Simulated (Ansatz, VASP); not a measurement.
**Two plane-wave programs on ZrB2**

```
Zr B
1.0
     3.10529    0.00000    0.00000
    -1.55264    2.68926    0.00000
     0.00000    0.00000    3.46088
Zr B
1 2
Direct
  0.00000 0.00000 0.00000
  0.66667 0.33333 0.50000
  0.33333 0.66667 0.50000
```

Alike in both runs: task single point; functional LDA; k mesh 10 × 10 × 8; occupations fermi-dirac, width 0.05 eV; no spin polarisation.

|  | VASP | Ansatz |
| --- | --- | --- |
| version | VASP 6.6.1 | Ansatz 0.2.0 |
| potentials or method | VASP PAW LDA potentials, release 64 (Zr_sv, B) | Ansatz PAW |
| plane-wave cutoff (eV) | 520 | 420 |
| valence electrons in the cell | 18 | 18 |

|  | VASP | Ansatz | Ansatz less VASP |
| --- | --- | --- | --- |
| gap on the k mesh at the Fermi level (eV) | none | none | - |
| pressure (GPa) | 7.7 | 7.1 | -0.56 |
| traceless stress, the component that is largest in VASP (GPa) | -0.14 | -0.19 | -0.049 |

LDA's correlation is that of Perdew and Zunger in VASP and of Perdew and Wang (1992) in Ansatz. A gap of «none» marks a metal or a gap that the smearing closes.
